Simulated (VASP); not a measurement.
Runs of VASP 6.6.1 on Rh. The structure is that of space group Cmcm (No. 63), or close to it. The cells are those of the table. 

| cell | gap on the mesh (eV) | pressure (GPa) | largest force (eV/Å) |
| --- | --- | --- | --- |
| a = 4.349, b = 4.349, c = 2.766 Å, angles 90.0, 90.0, 143.2°, 2 atoms | none | 0.3 | 0.02 |
| a = 4.167, b = 4.167, c = 2.651 Å, angles 90.0, 90.0, 143.2°, 2 atoms | none | 35.0 | 0.28 |
| a = 4.230, b = 4.230, c = 2.690 Å, angles 90.0, 90.0, 143.2°, 2 atoms | none | 20.5 | 0.17 |
| a = 4.290, b = 4.290, c = 2.729 Å, angles 90.0, 90.0, 143.2°, 2 atoms | none | 9.2 | 0.09 |
| a = 4.516, b = 4.516, c = 2.872 Å, angles 90.0, 90.0, 143.2°, 2 atoms | none | -15.9 | 0.12 |
| a = 4.406, b = 4.406, c = 2.802 Å, angles 90.0, 90.0, 143.2°, 2 atoms | none | -6.5 | 0.04 |
| a = 4.462, b = 4.462, c = 2.838 Å, angles 90.0, 90.0, 143.2°, 2 atoms | none | (b) | (a) |

Alike in all rows: task single point; level BLYP; potentials or basis VASP PAW PBE potentials, release 64 (Rh_pv); no spin polarisation; k mesh 14 × 14 × 13; cutoff (eV) 520; smearing fermi-dirac 0.1 eV.

Q: Fill in the values left out.

A: (a) 0.08; (b) -11.8.

Caveats: the PAW data sets were made with another functional, which shifts forces and pressure a little.

A k mesh can miss the band edges, and the runs leave out spin-orbit coupling on Rh.

A gap of «none» marks levels without a gap at the run's occupations.
